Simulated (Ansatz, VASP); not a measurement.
WC in VASP and in Ansatz

Contents of INCAR:

```
PREC = Accurate
ENCUT = 600
EDIFF = 1E-6
ISMEAR = -1
SIGMA = 0.05
LREAL = False
LASPH = True
NELM = 100
ALGO = Normal
ISIF = 3
LWAVE = False
LCHARG = False
GGA = RE
IBRION = 2
NSW = 80
EDIFFG = -0.01
```

File KPOINTS:

```
Automatic mesh
0
Gamma
  10 10 9
```

POSCAR

```
WC
1.0
    2.9065000000      0.0000000000      0.0000000000
   -1.4532500000      2.5171028361      0.0000000000
    0.0000000000      0.0000000000      2.8366000000
W C
1 1
Direct
    0.0000000000      0.0000000000      0.0000000000
    0.6666666667      0.3333333333      0.5000000000
```

File input.yaml:

```yaml
crystal:
  lattice:
    - [2.9065, 0.0, 0.0]
    - [-1.45325, 2.5171028361, 0.0]
    - [0.0, 0.0, 2.8366]
  atoms:
    - { symbol: W, position: [0.0, 0.0, 0.0] }
    - { symbol: C, position: [0.6666666667, 0.3333333333, 0.5] }
kpoints:
  mp_grid: { grid: [10, 10, 9] }
scf:
  occupations: { method: fermi_dirac, width: 0.05 }
hamiltonian:
  xc: revpbe
  pseudopotentials: { kind: all_electron, lapw: { basis_error: 0.001 } }
output:
  forces: true
  stress: true
relax:
  f_tol: 0.01
  max_steps: 60
  cell: {}
```

Alike in both runs: task relaxation of cell and atoms; functional revPBE; k mesh 10 × 10 × 9; occupations fermi-dirac, width 0.05 eV; no spin polarisation.

|  | VASP | Ansatz |
| --- | --- | --- |
| version | VASP 6.6.1 | Ansatz 0.2.0 |
| potentials or method | VASP PAW PBE potentials, release 64 (W_sv, C), cutoff 600 eV | all-electron LAPW, scalar-relativistic |

Ansatz gave:

```
relaxed volume (Å³/atom)                                     : 10.62
relaxed cell length with the largest relative difference (Å) : 2.853
```

**Question.** What did VASP give for the same quantities?

**Answer.** Relaxed volume (Å³/atom): 10.64; relaxed cell length with the largest relative difference (Å): 2.856.

VASP's potentials were made for PBE, not for revPBE. Ansatz ran all-electron here, and VASP with PAW potentials.

Spin-orbit coupling is off throughout.
